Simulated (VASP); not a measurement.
# Fe3Ge (Pm-3m) in VASP: single point with r2SCAN

Aim: the single point of Fe3Ge with r2SCAN.

All numbers are computed with VASP 6.6.1; they aren't measurements. Logs are shortened: lines on timing, memory, paths and dates and some standing lists are left out, and cuts for length are marked.

### Step 1. The cell of the first run

Symmetry: Pm-3m, No. 221, cubic system. The conventional cell has a = 3.661 Å, b = 3.661 Å, c = 3.661 Å, α = 90.00°, β = 90.00°, γ = 90.00°. Within 3.4 Å of Fe (site symmetry 4/mmm) lie 8 Fe at 2.59 Å and 4 Ge at 2.59 Å. Ge (site symmetry m-3m) has 12 Fe at 2.59 Å within 3.4 Å.

### Step 2. Single point, r2SCAN

Input file POSCAR:

```
Fe3Ge
1.0
    3.6605005200      0.0000000000      0.0000000000
    0.0000000000      3.6605005200      0.0000000000
    0.0000000000      0.0000000000      3.6605005200
Fe Ge
3 1
Direct
    0.0000000000      0.5000000000      0.5000000000
    0.5000000000      0.5000000000      0.0000000000
    0.5000000000      0.0000000000      0.5000000000
    0.0000000000      0.0000000000      0.0000000000
```

Input file INCAR.step1:

```
SYSTEM = Fe3Ge
PREC = Accurate ; ENCUT = 520
ISMEAR = 0 ; SIGMA = 0.1
LREAL = .False. ; LASPH = .True.
NELM = 100 ; NBANDS = 27
GGA = PE ; ALGO = Normal
EDIFF = 1E-4 ; LWAVE = .True.
LCHARG = .False.
```

Input file INCAR.step2:

```
SYSTEM = Fe3Ge
PREC = Accurate ; ENCUT = 520
EDIFF = 1E-7 ; ISMEAR = 0
SIGMA = 0.1 ; LREAL = .False.
LASPH = .True. ; NELM = 100
ALGO = Normal ; ISIF = 2
LWAVE = .False. ; LCHARG = .False.
METAGGA = R2SCAN ; LMIXTAU = .True.
NBANDS = 27 ; ISTART = 1
```

Input file KPOINTS:

```
regular mesh
0
Gamma
  12 12 12
  0 0 0
```

Potentials or basis: VASP PAW PBE potentials, release 64 (Fe, Ge_d).

Run with:

```bash
$ cat potpaw_PBE.64/Fe/POTCAR potpaw_PBE.64/Ge_d/POTCAR > POTCAR
$ cp INCAR.step1 INCAR
$ mpirun -np 1 vasp_std > vasp.out
$ cp INCAR.step2 INCAR
$ mpirun -np 1 vasp_std > vasp.out
```

OUTCAR:

```text
SYSTEM = Fe3Ge
   PREC = Accurate
   ENCUT = 520
   EDIFF = 1E-7
   ISMEAR = 0
   LREAL = .False.
   LASPH = .True.
   NELM = 100
   ISIF = 2
   METAGGA = R2SCAN
   ISTART = 1

 ion  position               nearest neighbor table
   1  0.000  0.500  0.500-   2 2.59   3 2.59   4 2.59   2 2.59   4 2.59   3 2.59   4 2.59   4 2.59
                             2 2.59   3 2.59   2 2.59   3 2.59
   2  0.500  0.500  0.000-   1 2.59   3 2.59   4 2.59   1 2.59   3 2.59   3 2.59   4 2.59   3 2.59
                             1 2.59   4 2.59   1 2.59   4 2.59
   3  0.500  0.000  0.500-   1 2.59   2 2.59   4 2.59   2 2.59   4 2.59   1 2.59   2 2.59   2 2.59
                             1 2.59   4 2.59   4 2.59   1 2.59
   4  0.000  0.000  0.000-   1 2.59   2 2.59   3 2.59   1 2.59   3 2.59   1 2.59   2 2.59   1 2.59
                             2 2.59   3 2.59   3 2.59   2 2.59

  LATTYP: Found a simple cubic cell.
 ALAT       =     3.6605005200

  Lattice vectors:

 A1 = (   3.6605005200,   0.0000000000,   0.0000000000)
 A2 = (   0.0000000000,   3.6605005200,   0.0000000000)
 A3 = (   0.0000000000,   0.0000000000,   3.6605005200)

Analysis of symmetry for initial positions (statically):
=====================================================================
 Subroutine PRICEL returns:
 Original cell was already a primitive cell.

 Routine SETGRP: Setting up the symmetry group for a
 simple cubic supercell.

 Subroutine GETGRP returns: Found 48 space group operations
 (whereof 48 operations were pure point group operations)
 out of a pool of 48 trial point group operations.

The static configuration has the point symmetry O_h .

Analysis of symmetry for dynamics (positions and initial velocities):
=====================================================================
 Subroutine PRICEL returns:
 Original cell was already a primitive cell.

 Routine SETGRP: Setting up the symmetry group for a
 simple cubic supercell.

 Subroutine GETGRP returns: Found 48 space group operations
 (whereof 48 operations were pure point group operations)
 out of a pool of 48 trial point group operations.

The dynamic configuration has the point symmetry O_h .

 Subroutine INISYM returns: Found 48 space group operations
 (whereof 48 operations are pure point group operations),
 and found     1 'primitive' translations

----------------------------------------------------------------------------------------

                                     Primitive cell

  volume of cell :      49.0480

  direct lattice vectors                    reciprocal lattice vectors
     3.660500520  0.000000000  0.000000000     0.273186684  0.000000000  0.000000000
     0.000000000  3.660500520  0.000000000     0.000000000  0.273186684  0.000000000
     0.000000000  0.000000000  3.660500520     0.000000000  0.000000000  0.273186684

  length of vectors
     3.660500520  3.660500520  3.660500520     0.273186684  0.273186684  0.273186684

  position of ions in fractional coordinates (direct lattice)
     0.000000000  0.500000000  0.500000000
     0.500000000  0.500000000  0.000000000
     0.500000000  0.000000000  0.500000000
     0.000000000  0.000000000  0.000000000

  ion indices of the primitive-cell ions
   primitive index   ion index
                 1           1
                 2           2
                 3           3
                 4           4

----------------------------------------------------------------------------------------

 KPOINTS: regular mesh

Automatic generation of k-mesh.
 Grid dimensions read from file:
 generate k-points for:   12   12   12

 Generating k-lattice:

  Cartesian coordinates                     Fractional coordinates (reciprocal lattice)
     0.022765557  0.000000000  0.000000000     0.083333333  0.000000000  0.000000000
     0.000000000  0.022765557  0.000000000     0.000000000  0.083333333  0.000000000
     0.000000000  0.000000000  0.022765557     0.000000000  0.000000000  0.083333333

  Length of vectors
     0.022765557  0.022765557  0.022765557

  Shift w.r.t. Gamma in fractional coordinates (k-lattice)
     0.000000000  0.000000000  0.000000000

 Subroutine IBZKPT returns following result:
 ===========================================

 Found     84 irreducible k-points:

 Following reciprocal coordinates:
            Coordinates               Weight
  0.000000  0.000000  0.000000      1.000000
  0.083333  0.000000  0.000000      6.000000
  0.166667  0.000000  0.000000      6.000000
  0.250000  0.000000  0.000000      6.000000
  0.333333  0.000000  0.000000      6.000000
  0.416667  0.000000  0.000000      6.000000
[... 16 lines left out ...]
  0.333333  0.333333  0.000000     12.000000
  0.416667  0.333333  0.000000     24.000000
 [... further k-points ...]
   k-points           NKPTS =     84   k-points in BZ     NKDIM =     84   number of bands    NBANDS=     27
   number of dos      NEDOS =    301   number of ions     NIONS =      4
   total plane-waves  NPLWV =  21952
   dimension x,y,z NGX =    28 NGY =   28 NGZ =   28
   dimension x,y,z NGXF=    56 NGYF=   56 NGZF=   56
   ions per type =               3   1
   NGX,Y,Z   is equivalent  to a cutoff of  12.72, 12.72, 12.72 a.u.
   NGXF,Y,Z  is equivalent  to a cutoff of  25.43, 25.43, 25.43 a.u.
 SYSTEM =  Fe3Ge
   PREC   = accura    normal or accurate (medium, high low for compatibility)
   ISTART =      1    job   : 0-new  1-cont  2-samecut
   ICHARG =      0    charge: 1-file 2-atom 10-const
   ISPIN  =      1    spin polarized calculation?
   LNONCOLLINEAR =      F non collinear calculations
   LSORBIT =      F    spin-orbit coupling
   LASPH  =      T    aspherical Exc in radial PAW
   ENCUT  =  520.0 eV  38.22 Ry    6.18 a.u.   6.81  6.81  6.81*2*pi/ulx,y,z
   NELM   =    100;   NELMIN=  2; NELMDL=  0     # of ELM steps
   EDIFF  = 0.1E-06   stopping-criterion for ELM
   LREAL  =      F    real-space projection
   EDIFFG = 0.1E-05   stopping-criterion for IOM
   NSW    =      0    number of steps for IOM
   IBRION =     -1    ionic relax: 0-MD 1-quasi-New 2-CG
   NFREE  =      0    steps in history (QN), initial steepest desc. (CG)
   ISIF   =      2    stress and relaxation
   ISYM   =      2    0-nonsym 1-usesym 2-fastsym
   POTIM  = 0.5000    time-step for ionic-motion
   TEBEG  =    0.0;   TEEND  =   0.0 temperature during run
   PSTRESS=    0.0 pullay stress
   NELECT =      38.0000    total number of electrons
   NUPDOWN=      -1.0000    fix difference up-down
   EMIN   =  10.00;   EMAX   =-10.00  energy-range for DOS
   EFERMI =   0.00;   METHOD = LEGACY
   ISMEAR =     0;   SIGMA  =   0.10  broadening in eV -4-tet -1-fermi 0-gaus
   EFERMI_NEDOS =   21; number of points for ismear=-14 and -15
   IALGO  =     38    algorithm
   IMIX   =      4    mixing-type and parameters
     AMIX     =   0.40;   BMIX     =  1.00
     AMIX_MAG =   1.60;   BMIX_MAG =  1.00
  volume/ion in A,a.u.               =      12.26        82.75
  Fermi-wavevector in a.u.,A,eV,Ry     =   1.503588  2.841370 30.759742  2.260777
  Thomas-Fermi vector in A             =   2.614679
   LORBIT       =      0    0 simple, 1 ext, 2 COOP (PROOUT), +10 PAW based schemes
   METAGGA = R2SCAN    functional components
   LHFCALC =     F    Hartree Fock is set to
   AEXX    =    0.0000 exact exchange contribution
   IVDW    =     0    specifies the selected vdW correction
   LEPSILON=     F    determine dielectric tensor
   LRPA    =     F    only Hartree local field effects (RPA)
 non-spin polarized calculation
 Gauss-broadening in eV      SIGMA  =   0.10
  energy-cutoff  :      520.00
  volume of cell :       49.05
 maximum number of plane-waves:      1357
 NGX is ok and might be reduce to    28
   NGX = 13   NGY = 13   NGZ = 13

 number of electron      38.0000022 magnetization

 Free energy of the ion-electron system (eV)
  ---------------------------------------------------
  ext. energy  EPLUGINS =         0.00000000
  ---------------------------------------------------
  free energy    TOTEN  =       -53.92331337 eV

  energy without entropy =      -53.85901791  energy(sigma->0) =      -53.89116564

 E-fermi :   6.6005     XC(G=0): -14.1558

 val. band max:        6.5939181085   @ k =   0.4167   0.3333   0.2500
 cond. band min:       6.6030522314   @ k =   0.4167   0.2500   0.1667
 fundamental gap:      0.0091341229
 Fermi energy:         6.6005480914

 k-point     1 :       0.0000    0.0000    0.0000
  band No.  band energies     occupation
      1     -18.5365      2.00000
      2     -18.5365      2.00000
      3     -18.5297      2.00000
      4     -18.5297      2.00000
      5     -18.5297      2.00000
      6      -5.5255      2.00000
[... 19 lines left out ...]
     26      14.4962      0.00000
     27      14.4962      0.00000

 k-point     2 :       0.0833    0.0000    0.0000
  band No.  band energies     occupation
      1     -18.5363      2.00000
      2     -18.5352      2.00000
      3     -18.5296      2.00000
      4     -18.5296      2.00000
      5     -18.5296      2.00000
      6      -5.4502      2.00000
[... 19 lines left out ...]
     26      14.4757      0.00000
     27      14.6837      0.00000

 k-point     3 :       0.1667    0.0000    0.0000
  band No.  band energies     occupation
      1     -18.5356      2.00000
      2     -18.5315      2.00000
      3     -18.5295      2.00000
      4     -18.5294      2.00000
      5     -18.5294      2.00000
      6      -5.2287      2.00000
[... 19 lines left out ...]
     26      14.4156      0.00000
     27      15.1676      0.00000

 k-point     4 :       0.2500    0.0000    0.0000
  band No.  band energies     occupation
      1     -18.5346      2.00000
      2     -18.5292      2.00000
      3     -18.5292      2.00000
      4     -18.5292      2.00000
      5     -18.5265      2.00000
      6      -4.8776      2.00000
[... 19 lines left out ...]
     26      14.3231      0.00000
     27      15.2383      0.00000
[... 516 lines left out ...]
      4     -18.5274      2.00000
      5     -18.5121      2.00000
      6      -3.3342      2.00000
[... 19 lines left out ...]
     26      12.8421      0.00000
     27      14.1510      0.00000

 k-point    23 :       0.3333    0.3333    0.0000
  band No.  band energies     occupation
      1     -18.5341      2.00000
      2     -18.5287      2.00000
      3     -18.5285      2.00000
      4     -18.5265      2.00000
      5     -18.5130      2.00000
      6      -3.5167      2.00000
[... 19 lines left out ...]
     26      12.9717      0.00000
     27      15.7969      0.00000

 k-point    24 :       0.4167    0.3333    0.0000
  band No.  band energies     occupation
      1     -18.5352      2.00000
      2     -18.5286      2.00000
      3     -18.5284      2.00000
      4     -18.5258      2.00000
      5     -18.5101      2.00000
      6      -3.1797      2.00000
[... 19 lines left out ...]
     26      13.0126      0.00000
     27      15.2185      0.00000

 [... further k-points ...]
[... 5 lines left out ...]
  --------------------------------------------------------------------------------------
  -------------------------------------------------------------------------------------
  Total       -7.1162481     -7.1162481     -7.1162481      0.0000000      0.0000000      0.0000000
  in kB     -232.4557229   -232.4557229   -232.4557229      0.0000000      0.0000000      0.0000000
  external PRESSURE =    -232.4557229 kB  Pullay stress =       0.0000000 kB

 VOLUME and BASIS-vectors are now :
 -----------------------------------------------------------------------------
  energy-cutoff  :      520.00
  volume of cell :       49.05
      direct lattice vectors                 reciprocal lattice vectors
     3.660500520  0.000000000  0.000000000     0.273186684  0.000000000  0.000000000
     0.000000000  3.660500520  0.000000000     0.000000000  0.273186684  0.000000000
     0.000000000  0.000000000  3.660500520     0.000000000  0.000000000  0.273186684

 POSITION                                       TOTAL-FORCE (eV/Angst)
 -----------------------------------------------------------------------------------
      0.00000      1.83025      1.83025         0.000000      0.000000      0.000000
      1.83025      1.83025      0.00000         0.000000      0.000000      0.000000
      1.83025      0.00000      1.83025         0.000000      0.000000      0.000000
      0.00000      0.00000      0.00000         0.000000      0.000000      0.000000
 -----------------------------------------------------------------------------------
    total drift:                                0.000000      0.000000      0.000000

  FREE ENERGIE OF THE ION-ELECTRON SYSTEM (eV)
  ---------------------------------------------------
  free  energy   TOTEN  =       -53.9233133723 eV

  energy  without entropy=      -53.8590179102  energy(sigma->0) =      -53.89116564
```

Run time: 4.6 min. Hardware: 1 thread of Intel Xeon Platinum 8259CL at 2.50GHz (Skylake/Cascade Lake), shared host; peak memory 0.24 GiB.

Results:

| Quantity | Value |
| --- | --- |
| Free energy | -53.9233 eV |
| Pressure | -23.2 GPa |
| Band gap on the k mesh | zero (bands 19 and 20 overlap by 0.50 eV) |

Caveat: the cell stands under tension; the PAW data sets were made with another functional, which shifts forces and pressure a little; the run has no spin polarisation, though such a crystal can be magnetic. Spin polarisation is off, so any magnetic state and its effect on volume and gap are missing.
